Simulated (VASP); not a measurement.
Ga4Sb3P:

```xyz
8
Lattice="5.7856 0.0000 0.0000 0.0000 5.7856 0.0000 0.0000 0.0000 5.7856" Properties=species:S:1:pos:R:3 pbc="T T T"
P     0.0000    0.0000    0.0000
Ga    4.3392    4.3392    4.3392
Ga    1.4464    1.4464    4.3392
Ga    1.4464    4.3392    1.4464
Ga    4.3392    1.4464    1.4464
Sb    2.8928    2.8928    0.0000
Sb    2.8928    0.0000    2.8928
Sb    0.0000    2.8928    2.8928
```

```yaml
Program: VASP 6.6.1
Task: relaxation of cell and atoms
Functional: PBE
Potentials_or_basis: VASP PAW PBE potentials, release 64 (P, Ga_d, Sb)
Cutoff: 600 eV
k_mesh: 4 × 4 × 4
Occupations: fermi-dirac, width 0.02 eV
Spin: no spin polarisation
```

At the start: pressure 10.0 GPa; volume 24.21 Å³/atom.

Problem. How do energy, volume and symmetry change on relaxing?

Solution. Over 8 steps the energy falls by 149.0 meV/atom and the volume is 27.58 Å³/atom (+13.9 %); space group P-43m (No. 215, to 0.05 Å).

Step by step:
```tsv
step	energy change (eV)	largest force (eV/Å)	pressure (GPa)	volume (Å³)
1	0.0000	1.7500	9.96	193.67
2	-0.9412	0.4176	-3.15	238.97
3	-1.0578	0.7057	-0.74	225.56
4	-1.1461	0.4351	-0.38	223.06
5	-1.1909	0.0003	0.24	219.60
6	-1.1911	0.0241	0.20	219.78
7	-1.1916	0.0073	-0.05	221.01
8	-1.1917	0.0023	-0.02	220.64
```

Final structure:
```cif
data_structure
_symmetry_space_group_name_H-M 'P 1'
_symmetry_Int_Tables_number 1
_cell_length_a 6.0426
_cell_length_b 6.0426
_cell_length_c 6.0426
_cell_angle_alpha 90.000
_cell_angle_beta 90.000
_cell_angle_gamma 90.000
_cell_volume 220.64
loop_
_atom_site_label
_atom_site_type_symbol
_atom_site_fract_x
_atom_site_fract_y
_atom_site_fract_z
_atom_site_occupancy
P1 P 0.00000 0.00000 0.00000 1
Ga1 Ga 0.76407 0.76407 0.76407 1
Ga2 Ga 0.23594 0.23594 0.76407 1
Ga3 Ga 0.23594 0.76407 0.23594 1
Ga4 Ga 0.76407 0.23594 0.23594 1
Sb1 Sb 0.50000 0.50000 0.00000 1
Sb2 Sb 0.50000 0.00000 0.50000 1
Sb3 Sb 0.00000 0.50000 0.50000 1
```
